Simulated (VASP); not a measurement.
Input of a VASP 6.6.1 run:

INCAR

```
ALGO = Normal
EDIFF = 1E-8
ENCUT = 520
GGA = PS
IBRION = 8
ISIF = 2
ISMEAR = 0
LASPH = True
LCHARG = True
LREAL = False
LWAVE = False
NBANDS = 35
NELM = 100
NSW = 1
PREC = Accurate
SIGMA = 0.01
```

The input KPOINTS:

```
k-points
0
Gamma
  6 6 2
```

POSCAR

```
WSe2
1.0
    3.2381157322      0.0000000000      0.0000000000
   -1.6190578661      2.8042904845      0.0000000000
    0.0000000000      0.0000000000     13.0888357384
W Se
2 4
Direct
    0.3333333333      0.6666666667      0.2500000000
    0.6666666667      0.3333333333      0.7500000000
    0.3333333333      0.6666666667      0.6211880627
    0.6666666667      0.3333333333      0.1211880627
    0.3333333333      0.6666666667      0.8788119373
    0.6666666667      0.3333333333      0.3788119373
```

Potentials or basis: VASP PAW PBE potentials, release 64 (W_sv, Se).

Command:

```bash
$ cat potpaw_PBE.64/W_sv/POTCAR potpaw_PBE.64/Se/POTCAR > POTCAR
$ mpirun -np 1 vasp_std > vasp.out
```

**Question.** Estimate the highest phonon frequency at Γ, LO-TO splitting left out.

**Answer.** 311 cm⁻¹.

Phonon frequencies in cm⁻¹ (negative: imaginary):
```tsv
q point	frequencies
(0.000, 0.000, 0.000)	0 0 0 23 23 32 174 174 176 176 248 248 248 248 250 251 309 311
```

Caveat: the k points lie up to 0.37 Å⁻¹ apart; the cell stands under pressure or tension, which shifts response properties.
